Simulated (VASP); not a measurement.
Write the native input for VASP 6.6.1 that does the following.

```yaml
Task: single point
Functional: PBE
Potentials_or_basis: VASP PAW PBE potentials, release 64 (Pt)
Cutoff: 520 eV
k_mesh: 1 × 1 × 13
Occupations: gaussian, width 0.05 eV
Spin: collinear spin, ferromagnetic start
Starting_moments: "[1.5, 1.5] μB"
Dipole_correction: no
Further_INCAR_settings: ALGO = Normal; EDIFF = 1e-06; NBANDS = 21
```

The structure of Pt lies in POSCAR:

```
Pt
1.0
    9.0000000000      0.0000000000      0.0000000000
    0.0000000000      9.3000000000      0.0000000000
    0.0000000000      0.0000000000      4.6989506903
Pt
2
Direct
    0.5000000000      0.5000000000     -0.0174901861
    0.5000000000      0.5000000000      0.4824901861
```

These files were run (other wordings do the same):

INCAR

```
SYSTEM = Pt
PREC = Accurate
ENCUT = 520
EDIFF = 1E-6
ISMEAR = 0
SIGMA = 0.05
LREAL = .FALSE.
LASPH = .TRUE.
NELM = 150
ALGO = Normal
ISIF = 2
LWAVE = .FALSE.
LCHARG = .TRUE.
ISPIN = 2
MAGMOM = 1.5 1.5
LORBIT = 11
LMAXMIX = 4
GGA = PE
LELF = .TRUE.
LVHAR = .TRUE.
NBANDS = 21
```

KPOINTS

```
regular mesh
0
G
  1 1 13
  0 0 0
```

Potentials or basis: VASP PAW PBE potentials, release 64 (Pt).

The run is started by

```sh
$ cat potpaw_PBE.64/Pt/POTCAR > POTCAR
$ mpirun -np 1 vasp_std > vasp.out
```

It gave:

```json
{"Band gap on the k mesh": "zero (filled and empty bands overlap)", "Net moment": "0.00 μB per cell", "Valence electrons inside the program's atomic spheres": "Pt 9.08"}
```

Caveat: spin-orbit coupling is left out, which moves the levels of the heavy elements.

Wall time 96 s on 1 thread of AMD EPYC 9R45 96-Core Processor (Zen 5), with other jobs on the host, peak memory 0.54 GiB.
